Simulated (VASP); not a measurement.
# AlCo (Pm-3m) in VASP: further runs, part 3 of 3

VASP 6.6.1. Earlier steps stand in the parts before.

### Step 6. Relaxation of cell and atoms, PBE, target pressure 2 GPa, at which the enthalpy is minimised

This run uses another cell than the first one, of 11.38 Å³/atom, 1.150 times its volume.

Contents of INCAR:

```
SYSTEM = AlCo
ALGO = Normal ; EDIFF = 1E-6
EDIFFG = -0.008 ; ENCUT = 600
GGA = PE ; IBRION = 2
ISIF = 3 ; ISMEAR = 0
LASPH = .True. ; LCHARG = .False.
LREAL = .False. ; LWAVE = .False.
NELM = 60 ; NSW = 70
PREC = Accurate ; PSTRESS = 20.0
SIGMA = 0.1
```

Contents of KPOINTS:

```
k-points
0
Gamma
  14 14 14
  0 0 0
```

Contents of POSCAR:

```
AlCo
1.0
    2.8336865719      0.0000000000      0.0000000000
    0.0000000000      2.8336865719      0.0000000000
    0.0000000000      0.0000000000      2.8336865719
Al Co
1 1
Direct
    0.0000000000      0.0000000000      0.0000000000
    0.5000000000      0.5000000000      0.5000000000
```

Potentials or basis: VASP PAW PBE potentials, release 64 (Al, Co).

The run is started by

```sh
cat potpaw_PBE.64/Al/POTCAR potpaw_PBE.64/Co/POTCAR > POTCAR
mpirun -np 1 vasp_std > vasp.out
```

OUTCAR:

```text
SYSTEM = AlCo
   EDIFF = 1E-6
   EDIFFG = -0.008
   ENCUT = 600
   GGA = PE
   IBRION = 2
   ISIF = 3
   ISMEAR = 0
   LASPH = .True.
   LREAL = .False.
   NELM = 60
   NSW = 70
   PREC = Accurate
   PSTRESS = 20.0

 ion  position               nearest neighbor table
   1  0.000  0.000  0.000-   2 2.45   2 2.45   2 2.45   2 2.45   2 2.45   2 2.45   2 2.45   2 2.45

   2  0.500  0.500  0.500-   1 2.45   1 2.45   1 2.45   1 2.45   1 2.45   1 2.45   1 2.45   1 2.45

  LATTYP: Found a simple cubic cell.
 ALAT       =     2.8336865719

  Lattice vectors:

 A1 = (   2.8336865719,   0.0000000000,   0.0000000000)
 A2 = (   0.0000000000,   2.8336865719,   0.0000000000)
 A3 = (   0.0000000000,   0.0000000000,   2.8336865719)

Analysis of symmetry for initial positions (statically):
=====================================================================
 Subroutine PRICEL returns:
 Original cell was already a primitive cell.

 Routine SETGRP: Setting up the symmetry group for a
 simple cubic supercell.

 Subroutine GETGRP returns: Found 48 space group operations
 (whereof 48 operations were pure point group operations)
 out of a pool of 48 trial point group operations.

The static configuration has the point symmetry O_h .

Analysis of symmetry for dynamics (positions and initial velocities):
=====================================================================
 Subroutine PRICEL returns:
 Original cell was already a primitive cell.

 Routine SETGRP: Setting up the symmetry group for a
 simple cubic supercell.

 Subroutine GETGRP returns: Found 48 space group operations
 (whereof 48 operations were pure point group operations)
 out of a pool of 48 trial point group operations.

The dynamic configuration has the point symmetry O_h .

 Subroutine INISYM returns: Found 48 space group operations
 (whereof 48 operations are pure point group operations),
 and found     1 'primitive' translations

----------------------------------------------------------------------------------------

                                     Primitive cell

  volume of cell :      22.7539

  direct lattice vectors                    reciprocal lattice vectors
     2.833686572  0.000000000  0.000000000     0.352897180  0.000000000  0.000000000
     0.000000000  2.833686572  0.000000000     0.000000000  0.352897180  0.000000000
     0.000000000  0.000000000  2.833686572     0.000000000  0.000000000  0.352897180

  length of vectors
     2.833686572  2.833686572  2.833686572     0.352897180  0.352897180  0.352897180

  position of ions in fractional coordinates (direct lattice)
     0.000000000  0.000000000  0.000000000
     0.500000000  0.500000000  0.500000000

  ion indices of the primitive-cell ions
   primitive index   ion index
                 1           1
                 2           2

----------------------------------------------------------------------------------------

 KPOINTS: k-points

Automatic generation of k-mesh.
 Grid dimensions read from file:
 generate k-points for:   14   14   14

 Generating k-lattice:

[... 41 lines left out ...]
  0.357143  0.214286  0.000000     24.000000
 [... further k-points ...]
   k-points           NKPTS =    120   k-points in BZ     NKDIM =    120   number of bands    NBANDS=     10
   number of dos      NEDOS =    301   number of ions     NIONS =      2
   total plane-waves  NPLWV =  13824
   dimension x,y,z NGX =    24 NGY =   24 NGZ =   24
   dimension x,y,z NGXF=    48 NGYF=   48 NGZF=   48
   ions per type =               1   1
   NGX,Y,Z   is equivalent  to a cutoff of  14.08, 14.08, 14.08 a.u.
   NGXF,Y,Z  is equivalent  to a cutoff of  28.16, 28.16, 28.16 a.u.
 SYSTEM =  AlCo
   PREC   = accura    normal or accurate (medium, high low for compatibility)
   ISTART =      0    job   : 0-new  1-cont  2-samecut
   ICHARG =      2    charge: 1-file 2-atom 10-const
   ISPIN  =      1    spin polarized calculation?
   LNONCOLLINEAR =      F non collinear calculations
   LSORBIT =      F    spin-orbit coupling
   LASPH  =      T    aspherical Exc in radial PAW
   ENCUT  =  600.0 eV  44.10 Ry    6.64 a.u.   5.66  5.66  5.66*2*pi/ulx,y,z
   NELM   =     60;   NELMIN=  2; NELMDL= -5     # of ELM steps
   EDIFF  = 0.1E-05   stopping-criterion for ELM
   LREAL  =      F    real-space projection
   EDIFFG = -.8E-02   stopping-criterion for IOM
   NSW    =     70    number of steps for IOM
   IBRION =      2    ionic relax: 0-MD 1-quasi-New 2-CG
   NFREE  =      1    steps in history (QN), initial steepest desc. (CG)
   ISIF   =      3    stress and relaxation
   ISYM   =      2    0-nonsym 1-usesym 2-fastsym
   POTIM  = 0.5000    time-step for ionic-motion
   TEBEG  =    0.0;   TEEND  =   0.0 temperature during run
   PSTRESS=   20.0 pullay stress
   NELECT =      12.0000    total number of electrons
   NUPDOWN=      -1.0000    fix difference up-down
   EMIN   =  10.00;   EMAX   =-10.00  energy-range for DOS
   EFERMI =   0.00;   METHOD = LEGACY
   ISMEAR =     0;   SIGMA  =   0.10  broadening in eV -4-tet -1-fermi 0-gaus
   EFERMI_NEDOS =   21; number of points for ismear=-14 and -15
   IALGO  =     38    algorithm
   IMIX   =      4    mixing-type and parameters
     AMIX     =   0.40;   BMIX     =  1.00
     AMIX_MAG =   1.60;   BMIX_MAG =  1.00
  volume/ion in A,a.u.               =      11.38        76.78
  Fermi-wavevector in a.u.,A,eV,Ry     =   1.322666  2.499476 23.802639  1.749445
  Thomas-Fermi vector in A             =   2.452330
   LORBIT       =      0    0 simple, 1 ext, 2 COOP (PROOUT), +10 PAW based schemes
   GGA     = PE    functional components
   LHFCALC =     F    Hartree Fock is set to
   AEXX    =    0.0000 exact exchange contribution
   IVDW    =     0    specifies the selected vdW correction
   LEPSILON=     F    determine dielectric tensor
   LRPA    =     F    only Hartree local field effects (RPA)
 conjugate gradient relaxation of ions
 non-spin polarized calculation
 Gauss-broadening in eV      SIGMA  =   0.10
  energy-cutoff  :      600.00
  volume of cell :       22.75
 maximum number of plane-waves:       780
 NGX is ok and might be reduce to    24
   NGX = 11   NGY = 11   NGZ = 11

--------------------------------------- Ionic step        1  -------------------------------------------

 number of electron      11.9999995 magnetization

 Free energy of the ion-electron system (eV)
  ---------------------------------------------------
  ext. energy  EPLUGINS =         0.00000000
  ---------------------------------------------------
  free energy    TOTEN  =       -11.98634950 eV

  energy without entropy =      -11.98291750  energy(sigma->0) =      -11.98463350

------------------------ aborting loop because EDIFF is reached ----------------------------------------

  FORCE on cell =-STRESS in cart. coord.  units (eV):
  Direction    XX          YY          ZZ          XY          YZ          ZX
  --------------------------------------------------------------------------------------
  -------------------------------------------------------------------------------------
  Total        0.5044025      0.5044025      0.5044025      0.0000000     -0.0000000      0.0000000
  in kB       35.5166798     35.5166798     35.5166798      0.0000000     -0.0000000      0.0000000
  external PRESSURE =      15.5166798 kB  Pullay stress =      20.0000000 kB
[... 63 lines left out ...]
--------------------------------------- Ionic step        3  -------------------------------------------

 number of electron      11.9999995 magnetization

 Free energy of the ion-electron system (eV)
  ---------------------------------------------------
  ext. energy  EPLUGINS =         0.00000000
  ---------------------------------------------------
  free energy    TOTEN  =       -11.98928481 eV

  energy without entropy =      -11.98580828  energy(sigma->0) =      -11.98754655

 E-fermi :  10.7187     XC(G=0): -12.3122

 val. band max:       10.7134582219   @ k =   0.5000   0.3571   0.0714
 cond. band min:      10.7848991469   @ k =   0.5000   0.3571   0.2857
 fundamental gap:      0.0714409250
 Fermi energy:        10.7187226453

 k-point     1 :       0.0000    0.0000    0.0000
  band No.  band energies     occupation
      1      -0.4354      2.00000
      2       7.7021      2.00000
      3       7.7021      2.00000
      4       9.8504      2.00000
      5       9.8504      2.00000
      6       9.8504      2.00000
      7      16.7192      0.00000
      8      16.7192      0.00000
      9      16.7192      0.00000
     10      19.4788      0.00000
[... 287 lines left out ...]
 k-point    24 :       0.3571    0.2143    0.0000
  band No.  band energies     occupation
      1       2.6812      2.00000
      2       6.6106      2.00000
      3       8.1565      2.00000
      4       8.8388      2.00000
      5       9.1829      2.00000
      6       9.6065      2.00000
      7      11.3753      0.00000
      8      15.2121      0.00000
      9      19.1487      0.00000
     10      20.5873      0.00000

 [... further k-points ...]
[... 5 lines left out ...]
  --------------------------------------------------------------------------------------
  -------------------------------------------------------------------------------------
  Total        0.3002052      0.3002052      0.3002052     -0.0000000     -0.0000000     -0.0000000
  in kB       20.9796635     20.9796635     20.9796635     -0.0000000     -0.0000000     -0.0000000
  external PRESSURE =       0.9796635 kB  Pullay stress =      20.0000000 kB
[... 21 lines left out ...]
  energy  without entropy=      -11.9858082844  energy(sigma->0) =      -11.98754655

  enthalpy is  TOTEN    =       -11.7030979902 eV   P V=        0.2861868200

 reached required accuracy - stopping structural energy minimisation
```

CONTCAR:

```text
AlCo
   1.00000000000000
     2.8408179617516685    0.0000000000000000    0.0000000000000000
     0.0000000000000000    2.8408179617516685    0.0000000000000000
    -0.0000000000000000   -0.0000000000000000    2.8408179617516685
  Al              Co
     1     1
Direct
     0.0000000000000000    0.0000000000000000    0.0000000000000000
     0.5000000000000000    0.5000000000000000    0.5000000000000000

  0.00000000E+00  0.00000000E+00  0.00000000E+00
  0.00000000E+00  0.00000000E+00  0.00000000E+00
```

Wall time 81 s (1 thread of AMD EPYC 7R43 (Zen 3), shared host); peak memory 0.14 GiB.

What came out:

| Property | Result |
| --- | --- |
| Free energy | -11.9893 eV |
| Relaxed volume | 11.46 Å³/atom |
| Relaxed cell | a = 2.841 Å, b = 2.841 Å, c = 2.841 Å, α = 90.00°, β = 90.00°, γ = 90.00° |
| Space group after relaxing (to 0.05 Å) | Pm-3m (No. 221) |
| Energy change on relaxing (the enthalpy is what falls) | -1.5 meV/atom |
| Ionic steps | 3 |
| Pressure after relaxing | 2.1 GPa |
| Band gap on the k mesh | zero (band 6 reaches 13.09 eV, above the bottom of band 7 at 10.46 eV) |

Step by step:
| step | energy change (eV) | largest force (eV/Å) | pressure (GPa) | volume (Å³) |
| --- | --- | --- | --- | --- |
| 1 | 0.0000 | 0.0000 | 3.55 | 22.75 |
| 2 | -0.0044 | 0.0000 | 0.46 | 23.12 |
| 3 | -0.0029 | 0.0000 | 2.10 | 22.93 |

Final structure:
```
Al Co
1.0
     2.84082    0.00000    0.00000
     0.00000    2.84082    0.00000
     0.00000    0.00000    2.84082
Al Co
1 1
Direct
  0.00000 0.00000 0.00000
  0.50000 0.50000 0.50000
```

Levels at points of the mesh, in eV from the Fermi level:
```
           k point  band 2  band 3  band 4  band 5  band 6  band 7  band 8  band 9  band 10
(0.00, 0.00, 0.00)   -3.02   -3.02   -0.87   -0.87   -0.87    6.00    6.00    6.00     8.76
(0.50, 0.00, 0.00)   -6.69   -2.42   -1.75   -1.75   -0.76    0.17    8.40   10.65    10.65
(0.50, 0.50, 0.00)   -3.11   -2.71   -2.71   -1.54   -1.54   -0.26    2.44    3.49    12.85
(0.50, 0.50, 0.50)   -4.00   -4.00   -0.22   -0.22    2.37    2.37    2.37    4.19     5.36
```

Caveat: the cell is relaxed towards a set pressure, so the enthalpy falls and the energy may rise.

### Step 7. The runs side by side

```tsv
task	cell	k mesh	cutoff (eV)	gap on the mesh (eV)	pressure (GPa)
single point	a = 2.705 Å, 2 atoms	16 × 16 × 16	520	none	39.9
relaxation of cell and atoms	relaxed to 20 GPa from a = 2.764 Å, 2 atoms	14 × 14 × 14	600	none	20.1
relaxation of cell and atoms	relaxed to 10 GPa from a = 2.804 Å, 2 atoms	14 × 14 × 14	600	none	10.0
relaxation of cell and atoms	relaxed to 5 GPa from a = 2.827 Å, 2 atoms	14 × 14 × 14	600	none	5.0
relaxation of cell and atoms	relaxed to 2 GPa from a = 2.834 Å, 2 atoms	14 × 14 × 14	600	none	2.1
```

Alike in all rows: level PBE; potentials or basis VASP PAW PBE potentials, release 64 (Al, Co); no spin polarisation; smearing gaussian 0.1 eV.

Caveats: the cell is relaxed towards a set pressure, so the enthalpy falls and the energy may rise (some runs); the relaxation stopped at its first step, so nothing moved (some runs).

Total energies depend on the potentials used, so only differences within one code and one set of settings carry meaning.
